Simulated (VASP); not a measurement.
# C in VASP: a series of runs

Aim: see how the results for C move with the level of theory and the settings. Levels: PBE+D3(BJ), r2SCAN. Tasks: single point.

All numbers are computed with VASP 6.6.1; they aren't measurements. Logs are shortened: lines on timing, memory, paths and dates and some standing lists are left out, and cuts for length are marked.

### Step 1. The cell of the first run

The cell holds a slab with vacuum, 4 atoms: a = 2.465 Å, b = 2.465 Å, c = 32.744 Å, α = 90.00°, β = 90.00°, γ = 120.00°.

### Step 2. Single point, PBE+D3(BJ)

INCAR

```
ALGO     = Normal         # electronic algorithm
DIPOL    = 0.5 0.5 0.500
EDIFF    = 1E-6           # SCF threshold, eV
ENCUT    = 520            # plane-wave cutoff, eV
GGA      = PE             # functional
IDIPOL   = 3            
ISIF     = 2              # what is computed and relaxed
ISMEAR   = 0              # smearing method
IVDW     = 12             # dispersion correction
LASPH    = True           # aspherical terms in the spheres
LCHARG   = True           # write CHGCAR
LDIPOL   = True         
LELF     = True           # ELF
LREAL    = False          # projectors in reciprocal space
LVACPOTAV= True         
LVHAR    = True         
LWAVE    = False          # write WAVECAR
NBANDS   = 16             # bands
NELM     = 100            # most SCF steps
PREC     = Accurate       # precision mode
SIGMA    = 0.1            # smearing width, eV
```

KPOINTS

```
k-points
0
Gamma
  9 9 1
```

POSCAR

```
C
1.0
    2.4652993205      0.0000000000      0.0000000000
   -1.2326496602      2.1350118395      0.0000000000
    0.0000000000      0.0000000000     32.7441729557
C
4
Direct
    0.0000000000      0.0000000000      0.4480190564
    0.6666666667      0.3333333333      0.4480059360
    0.0000000000      0.0000000000      0.5519809436
    0.3333333333      0.6666666667      0.5519940640
```

Potentials or basis: VASP PAW PBE potentials, release 64 (C).

Command:

```sh
> cat potpaw_PBE.64/C/POTCAR > POTCAR
> mpirun -np 1 vasp_std > vasp.out
```

OUTCAR:

```text
EDIFF = 1E-6
   ENCUT = 520
   GGA = PE
   ISIF = 2
   ISMEAR = 0
   IVDW = 12
   LASPH = True
   LREAL = False
   NELM = 100
   PREC = Accurate
 IVDW          = 12

 ion  position               nearest neighbor table
   1  0.000  0.000  0.448-   2 1.42   2 1.42   2 1.42
   2  0.667  0.333  0.448-   1 1.42   1 1.42   1 1.42
   3  0.000  0.000  0.552-   4 1.42   4 1.42   4 1.42
   4  0.333  0.667  0.552-   3 1.42   3 1.42   3 1.42

  LATTYP: Found a hexagonal cell.
 ALAT       =     2.4652993205
 C/A-ratio  =    13.2820273317

  Lattice vectors:

 A1 = (   2.4652993205,   0.0000000000,   0.0000000000)
 A2 = (  -1.2326496602,   2.1350118395,   0.0000000000)
 A3 = (   0.0000000000,   0.0000000000,  32.7441729557)

Analysis of symmetry for initial positions (statically):
=====================================================================
 Subroutine PRICEL returns:
 Original cell was already a primitive cell.

 Routine SETGRP: Setting up the symmetry group for a
 hexagonal supercell.

 Subroutine GETGRP returns: Found 12 space group operations
 (whereof 12 operations were pure point group operations)
 out of a pool of 24 trial point group operations.

The static configuration has the point symmetry D_3d.

Analysis of symmetry for dynamics (positions and initial velocities):
=====================================================================
 Subroutine PRICEL returns:
 Original cell was already a primitive cell.

 Routine SETGRP: Setting up the symmetry group for a
 hexagonal supercell.

 Subroutine GETGRP returns: Found 12 space group operations
 (whereof 12 operations were pure point group operations)
 out of a pool of 24 trial point group operations.

The dynamic configuration has the point symmetry D_3d.

 Subroutine INISYM returns: Found 12 space group operations
 (whereof 12 operations are pure point group operations),
 and found     1 'primitive' translations

----------------------------------------------------------------------------------------

                                     Primitive cell

  volume of cell :     172.3471

  direct lattice vectors                    reciprocal lattice vectors
     2.465299320  0.000000000  0.000000000     0.405630258  0.234190739  0.000000000
    -1.232649660  2.135011840  0.000000000     0.000000000  0.468381478  0.000000000
     0.000000000  0.000000000 32.744172956     0.000000000  0.000000000  0.030539785

  length of vectors
     2.465299320  2.465299320 32.744172956     0.468381478  0.468381478  0.030539785

  position of ions in fractional coordinates (direct lattice)
     0.000000000  0.000000000  0.448019056
     0.666666667  0.333333333  0.448005936
     0.000000000  0.000000000  0.551980944
     0.333333333  0.666666667  0.551994064

  ion indices of the primitive-cell ions
   primitive index   ion index
                 1           1
                 2           2
                 3           3
                 4           4

----------------------------------------------------------------------------------------

 KPOINTS: k-points

Automatic generation of k-mesh.
 Grid dimensions read from file:
 generate k-points for:    9    9    1

 Generating k-lattice:

  Cartesian coordinates                     Fractional coordinates (reciprocal lattice)
     0.045070029  0.026021193  0.000000000     0.111111111  0.000000000  0.000000000
     0.000000000  0.052042386  0.000000000     0.000000000  0.111111111  0.000000000
     0.000000000  0.000000000  0.030539785     0.000000000  0.000000000  1.000000000

  Length of vectors
     0.052042386  0.052042386  0.030539785

  Shift w.r.t. Gamma in fractional coordinates (k-lattice)
     0.000000000  0.000000000  0.000000000

 Subroutine IBZKPT returns following result:
 ===========================================

 Found     12 irreducible k-points:

 Following reciprocal coordinates:
            Coordinates               Weight
  0.000000  0.000000  0.000000      1.000000
  0.111111  0.000000  0.000000      6.000000
  0.222222  0.000000  0.000000      6.000000
  0.333333  0.000000  0.000000      6.000000
  0.444444  0.000000  0.000000      6.000000
  0.111111  0.111111  0.000000      6.000000
  0.222222  0.111111  0.000000     12.000000
  0.333333  0.111111  0.000000     12.000000
  0.444444  0.111111  0.000000      6.000000
  0.222222  0.222222  0.000000      6.000000
  0.333333  0.222222  0.000000     12.000000
  0.333333  0.333333  0.000000      2.000000
   k-points           NKPTS =     12   k-points in BZ     NKDIM =     12   number of bands    NBANDS=     16
   number of dos      NEDOS =    301   number of ions     NIONS =      4
   total plane-waves  NPLWV =  81000
   dimension x,y,z NGX =    18 NGY =   18 NGZ =  250
   dimension x,y,z NGXF=    36 NGYF=   36 NGZF=  500
   ions per type =               4
   NGX,Y,Z   is equivalent  to a cutoff of  12.14, 12.14, 12.69 a.u.
   NGXF,Y,Z  is equivalent  to a cutoff of  24.28, 24.28, 25.39 a.u.
 SYSTEM =  unknown system
   PREC   = accura    normal or accurate (medium, high low for compatibility)
   ISTART =      0    job   : 0-new  1-cont  2-samecut
   ICHARG =      2    charge: 1-file 2-atom 10-const
   ISPIN  =      1    spin polarized calculation?
   LNONCOLLINEAR =      F non collinear calculations
   LSORBIT =      F    spin-orbit coupling
   LASPH  =      T    aspherical Exc in radial PAW
   ENCUT  =  520.0 eV  38.22 Ry    6.18 a.u.   4.58  4.58 60.88*2*pi/ulx,y,z
   NELM   =    100;   NELMIN=  2; NELMDL= -5     # of ELM steps
   EDIFF  = 0.1E-05   stopping-criterion for ELM
   LREAL  =      F    real-space projection
   EDIFFG = 0.1E-04   stopping-criterion for IOM
   NSW    =      0    number of steps for IOM
   IBRION =     -1    ionic relax: 0-MD 1-quasi-New 2-CG
   NFREE  =      0    steps in history (QN), initial steepest desc. (CG)
   ISIF   =      2    stress and relaxation
   ISYM   =      2    0-nonsym 1-usesym 2-fastsym
   POTIM  = 0.5000    time-step for ionic-motion
   TEBEG  =    0.0;   TEEND  =   0.0 temperature during run
   PSTRESS=    0.0 pullay stress
   NELECT =      16.0000    total number of electrons
   NUPDOWN=      -1.0000    fix difference up-down
   EMIN   =  10.00;   EMAX   =-10.00  energy-range for DOS
   EFERMI =   0.00;   METHOD = LEGACY
   ISMEAR =     0;   SIGMA  =   0.10  broadening in eV -4-tet -1-fermi 0-gaus
   EFERMI_NEDOS =   21; number of points for ismear=-14 and -15
   IALGO  =     38    algorithm
   IMIX   =      4    mixing-type and parameters
     AMIX     =   0.40;   BMIX     =  1.00
     AMIX_MAG =   1.60;   BMIX_MAG =  1.00
  volume/ion in A,a.u.               =      43.09       290.76
  Fermi-wavevector in a.u.,A,eV,Ry     =   0.741276  1.400809  7.476275  0.549491
  Thomas-Fermi vector in A             =   1.835879
   LORBIT       =      0    0 simple, 1 ext, 2 COOP (PROOUT), +10 PAW based schemes
   GGA     = PE    functional components
   LHFCALC =     F    Hartree Fock is set to
   AEXX    =    0.0000 exact exchange contribution
   IVDW    =    12    specifies the selected vdW correction
   LEPSILON=     F    determine dielectric tensor
   LRPA    =     F    only Hartree local field effects (RPA)
 non-spin polarized calculation
 Gauss-broadening in eV      SIGMA  =   0.10
  energy-cutoff  :      520.00
  volume of cell :      172.35
 maximum number of plane-waves:      4698
   NGX =  9   NGY =  9   NGZ =121

 number of electron      15.9999993 magnetization

 dipolmoment           0.000000      0.000000     -0.000000 electrons x Angstroem

 Free energy of the ion-electron system (eV)
  ---------------------------------------------------
  ext. energy  EPLUGINS =         0.00000000
  ---------------------------------------------------
  free energy    TOTEN  =       -36.86151022 eV

  energy without entropy =      -36.85872388  energy(sigma->0) =      -36.86011705

 E-fermi :  -2.4358     XC(G=0):  -2.4195

 val. band max:       -2.4357783411   @ k =   0.3333   0.3333   0.0000
 cond. band min:      -2.1177948679   @ k =   0.3333   0.3333   0.0000
 fundamental gap:      0.3179834731
 Fermi energy:        -2.4357777235

 k-point     1 :       0.0000    0.0000    0.0000
  band No.  band energies     occupation
      1     -22.0181      2.00000
      2     -21.8839      2.00000
      3     -10.4886      2.00000
      4      -9.5847      2.00000
      5      -5.4679      2.00000
      6      -5.4679      2.00000
[... 8 lines left out ...]
     15       3.2302      0.00000
     16       4.2317      0.00000

 k-point     2 :       0.1111    0.0000    0.0000
  band No.  band energies     occupation
      1     -21.7253      2.00000
      2     -21.5935      2.00000
      3     -10.1362      2.00000
      4      -9.2429      2.00000
      5      -6.5891      2.00000
      6      -6.5704      2.00000
[... 8 lines left out ...]
     15       3.6234      0.00000
     16       4.6322      0.00000

 k-point     3 :       0.2222    0.0000    0.0000
  band No.  band energies     occupation
      1     -20.8525      2.00000
      2     -20.7280      2.00000
      3      -9.1489      2.00000
      4      -9.1103      2.00000
      5      -9.0941      2.00000
      6      -8.2373      2.00000
[... 8 lines left out ...]
     15       4.7862      0.00000
     16       5.4270      0.00000

 k-point     4 :       0.3333    0.0000    0.0000
  band No.  band energies     occupation
      1     -19.4211      2.00000
      2     -19.3083      2.00000
      3     -12.0881      2.00000
      4     -12.0292      2.00000
      5      -8.2197      2.00000
      6      -8.1970      2.00000
[... 8 lines left out ...]
     15       5.4937      0.00000
     16       5.7053      0.00000
[... 96 lines left out ...]
 k-point    10 :       0.2222    0.2222    0.0000
  band No.  band energies     occupation
      1     -18.5833      2.00000
      2     -18.4776      2.00000
      3     -12.1177      2.00000
      4     -12.0871      2.00000
      5     -10.5851      2.00000
      6     -10.5623      2.00000
[... 8 lines left out ...]
     15       7.2038      0.00000
     16       7.7794      0.00000

 k-point    11 :       0.3333    0.2222    0.0000
  band No.  band energies     occupation
      1     -16.7248      2.00000
      2     -16.6381      2.00000
      3     -14.2444      2.00000
      4     -14.1843      2.00000
      5     -11.5945      2.00000
      6     -11.5507      2.00000
[... 8 lines left out ...]
     15       9.3211      0.00000
     16       9.5693      0.00000

 k-point    12 :       0.3333    0.3333    0.0000
  band No.  band energies     occupation
      1     -15.0663      2.00000
      2     -15.0224      2.00000
      3     -15.0224      2.00000
      4     -14.9823      2.00000
      5     -12.9848      2.00000
      6     -12.9848      2.00000
[... 8 lines left out ...]
     15      10.5144      0.00000
     16      11.2628      0.00000

------------------------ aborting loop because EDIFF is reached ----------------------------------------

 Edisp (eV)   -0.47397

 E8    (eV) :    -0.1417

  FORCE on cell =-STRESS in cart. coord.  units (eV):
  Direction    XX          YY          ZZ          XY          YZ          ZX
  --------------------------------------------------------------------------------------
  -------------------------------------------------------------------------------------
  Total       0.19779     0.19779    -0.07176     0.00000     0.00000    -0.00000
  in kB       1.83871     1.83871    -0.66710     0.00000     0.00000    -0.00000
  external pressure =        1.00 kB  Pullay stress =        0.00 kB

 VOLUME and BASIS-vectors are now :
 -----------------------------------------------------------------------------
  energy-cutoff  :      520.00
  volume of cell :      172.35
      direct lattice vectors                 reciprocal lattice vectors
     2.465299320  0.000000000  0.000000000     0.405630258  0.234190739  0.000000000
    -1.232649660  2.135011840  0.000000000     0.000000000  0.468381478  0.000000000
     0.000000000  0.000000000 32.744172956     0.000000000  0.000000000  0.030539785

 POSITION                                       TOTAL-FORCE (eV/Angst)
 -----------------------------------------------------------------------------------
      0.00000      0.00000     14.67001        -0.000000      0.000000      0.018067
      1.23265      0.71167     14.66958        -0.000000     -0.000000     -0.003351
      0.00000      0.00000     18.07416         0.000000      0.000000     -0.018067
     -0.00000      1.42334     18.07459         0.000000      0.000000      0.003351
 -----------------------------------------------------------------------------------
    total drift:                               -0.000000     -0.000000      0.000000

  FREE ENERGIE OF THE ION-ELECTRON SYSTEM (eV)
  ---------------------------------------------------
  free  energy   TOTEN  =       -37.3354799899 eV

  energy  without entropy=      -37.3326936494  energy(sigma->0) =      -37.33408682

 vacuum level on the upper side and lower side of the slab         1.837         1.837
```

It took 36 s on 1 thread of Intel Xeon 6975P-C (Granite Rapids), shared host; peak memory 0.26 GiB.

What came out:

```
Free energy                : -37.3355 eV
Largest force              : 0.018 eV/Å
Band gap on the k mesh     : zero (filled and empty bands touch)
Dispersion energy per atom : -0.118 eV
```

Forces in eV/Å, atoms in the order of the input:
```
C    0.000  0.000  0.018
C    0.000  0.000 -0.003
C    0.000  0.000 -0.018
C    0.000  0.000  0.003
```

### Step 3. Single point, r2SCAN

This run uses another cell than the first one, of 42.76 Å³/atom, 0.992 times its volume.

POSCAR

```
C
1.0
    2.4558442448      0.0000000000      0.0000000000
   -1.2279221224      2.1268235037      0.0000000000
    0.0000000000      0.0000000000     32.7441727485
C
4
Direct
    0.0000000000      0.0000000000      0.4463069079
    0.6666666667      0.3333333333      0.4463037598
    0.0000000000      0.0000000000      0.5536930921
    0.3333333333      0.6666666667      0.5536962402
```

INCAR.step1

```
  PREC = Accurate
  ENCUT = 580
  ISMEAR = 0
  SIGMA = 0.1
  LREAL = False
  LASPH = True
  NELM = 120
  LDIPOL = True
  IDIPOL = 3
  DIPOL = 0.5 0.5 0.500
  NBANDS = 16
  GGA = PE
  ALGO = Normal
  EDIFF = 1E-5
  LWAVE = True
  LCHARG = False
  GGA_COMPAT = False
  NELMDL = -8
```

INCAR.step2

```
  PREC = Accurate
  ENCUT = 580
  EDIFF = 1E-6
  ISMEAR = 0
  SIGMA = 0.1
  LREAL = False
  LASPH = True
  NELM = 120
  ALGO = Normal
  ISIF = 2
  LWAVE = False
  LCHARG = True
  LDIPOL = True
  IDIPOL = 3
  DIPOL = 0.5 0.5 0.500
  METAGGA = R2SCAN
  LMIXTAU = True
  LELF = True
  LVHAR = True
  LVACPOTAV = True
  NBANDS = 16
  ISTART = 1
  GGA_COMPAT = False
```

KPOINTS

```
regular mesh
0
Gamma
  21 21 1
```

Potentials or basis: VASP PAW PBE potentials, release 64 (C).

Command:

```sh
> cat potpaw_PBE.64/C/POTCAR > POTCAR
> cp INCAR.step1 INCAR
> mpirun -np 1 vasp_std > vasp.out
> cp INCAR.step2 INCAR
> mpirun -np 1 vasp_std > vasp.out
```

Run time: 7.1 min. Hardware: 1 thread of Intel Xeon 6975P-C (Granite Rapids), shared host; peak memory 0.41 GiB.

Results (log left out):

```
Free energy                     : -39.7286 eV
Band gap on the k mesh          : zero (filled and empty bands touch)
Work function of the upper face : 4.29 eV
Work function of the lower face : 4.29 eV
```

Levels at points of the mesh, in eV from the Fermi level:
```csv
k point,band 6,band 7,band 8,band 9,band 10,band 11
"(0.00, 0.00, 0.00)",-3.22,-3.22,-3.22,3.72,4.12,4.36
```

Caveat: the PAW data sets were made with another functional, which shifts forces and pressure a little.

(Part 1 of 2 ends here.)
